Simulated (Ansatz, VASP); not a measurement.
**Two plane-wave programs on MnO**

```
Mn O
1.0
     2.95135   -1.70546    0.00000
     2.95135    1.70546    0.00000
    -1.97131    0.00000    2.79145
Mn O
1 1
Direct
  0.50020 0.50020 0.50067
  0.74980 0.74980 0.24934
```

Alike in both runs: task single point; functional PBEsol; k mesh 9 × 9 × 9; occupations fermi-dirac, width 0.05 eV; collinear spin.

|  | VASP | Ansatz |
| --- | --- | --- |
| version | VASP 6.6.1 | Ansatz 0.2.0 |
| potentials or method | VASP PAW PBE potentials, release 64 (Mn_pv, O) | Ansatz PAW |
| plane-wave cutoff (eV) | 520 | 420 |
| valence electrons in the cell | 19 | 21 |

Ansatz gave:

| Quantity | Value |
| --- | --- |
| gap on the k mesh at the Fermi level (eV) | none |
| pressure (GPa) | -6.5 |
| traceless stress, the component that is largest in VASP (GPa) | -0.13 |
| net moment per atom (μB) | 2.50 |
| size of the moment on the site where the two differ most (μB) | 3.98 |

Task: Which values does VASP return?

Result: gap on the k mesh at the Fermi level (eV): none; pressure (GPa): -6.2; traceless stress, the component that is largest in VASP (GPa): -0.13; net moment per atom (μB): 2.50; size of the moment on the site where the two differ most (μB): 4.42.

VASP's potentials were made for PBE, not for PBEsol. Site moments also hang on the region over which each program counts them. A gap of «none» marks a metal or a gap that the smearing closes. VASP's potentials hold 19 valence electrons a cell and Ansatz's 21, so a difference there can come from the potentials and not from the codes.
